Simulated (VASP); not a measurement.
## Al3GaN4: single point with PBEsol

Crystal: Al3GaN4.

```
Al Ga N
1.0
     5.04341    0.00000    0.00011
     0.00000    3.28658    0.00000
    -0.00324    0.00000    5.41799
Al Ga N
3 1 4
Cartesian
  2.5223 1.6433 0.9066
  0.0019 1.6433 4.5230
  0.0044 0.0000 1.7971
  2.5166 0.0000 3.6095
  0.5585 0.0000 3.6102
  0.6170 1.6433 0.9057
  3.1500 1.6433 4.5522
  3.1419 0.0000 1.7679
```

This cell differs from its parent crystal: strain +0.0500 x Voigt [0, 1, 0, 0, 0, 0].

```json
{
  "Program": "VASP 6.6.1",
  "Task": "single point",
  "Functional": "PBEsol",
  "Potentials or basis": "VASP PAW PBE potentials, release 64 (Al, Ga_d, N)",
  "Cutoff": "520 eV",
  "k mesh": "6 × 8 × 4",
  "Occupations": "gaussian, width 0.05 eV",
  "Spin": "no spin polarisation",
  "Dipole correction": "no",
  "Further INCAR settings": "ALGO = Normal; EDIFF = 1e-06; NBANDS = 31"
}
```

| Item | Value |
| --- | --- |
| Pressure | -8.6 GPa |
| Largest force | 0.466 eV/Å |
| Band gap on the k mesh | 3.03 eV |

Forces in eV/Å, atoms in the order of the input:
```
Al   0.217  0.000  0.313
Al   0.186  0.000 -0.322
Al   0.196  0.000 -0.311
Ga   0.209  0.000  0.350
N   -0.165  0.000  0.409
N   -0.199  0.000  0.379
N   -0.209  0.000 -0.417
N   -0.236  0.000 -0.400
```

Stress tensor (GPa, compression positive):
```
 -2.88   0.00  -0.05
  0.00 -18.57   0.00
 -0.05   0.00  -4.33
```

Levels at points of the mesh, in eV from the valence-band top:
```tsv
k point	band 18	band 19	band 20	band 21	band 22	band 23	band 24	band 25
(0.00, 0.00, 0.00)	-0.90	-0.20	-0.07	0.00	3.03	4.69	5.27	5.64
(0.50, 0.00, 0.00)	-0.84	-0.63	-0.50	-0.34	4.41	4.81	5.14	5.47
(0.00, 0.50, 0.00)	-1.81	-1.74	-1.53	-1.47	5.58	5.60	7.29	7.39
(0.50, 0.50, 0.00)	-1.14	-1.12	-1.11	-0.86	6.05	6.36	6.40	6.42
(0.00, 0.00, 0.50)	-0.72	-0.56	-0.42	-0.42	4.98	5.26	6.10	6.55
(0.50, 0.00, 0.50)	-1.41	-1.37	-1.31	-1.06	5.35	5.68	5.79	5.89
(0.00, 0.50, 0.50)	-1.90	-1.81	-0.68	-0.53	5.06	5.53	5.64	5.87
(0.50, 0.50, 0.50)	-1.45	-1.35	-1.30	-1.16	4.59	4.98	5.02	5.10
```

Run time: 69 s on 1 thread of Intel(R) Xeon(R) 6975P-C (Granite Rapids), on a shared host, peak memory 0.3 GiB.

Caveat: the cell differs from its parent crystal (strain +0.0500 x Voigt [0, 1, 0, 0, 0, 0]); the stress differs along the axes, from -19 to -3 GPa; the PAW data sets were made with another functional, which shifts forces and pressure a little. A k mesh can miss the band edges.
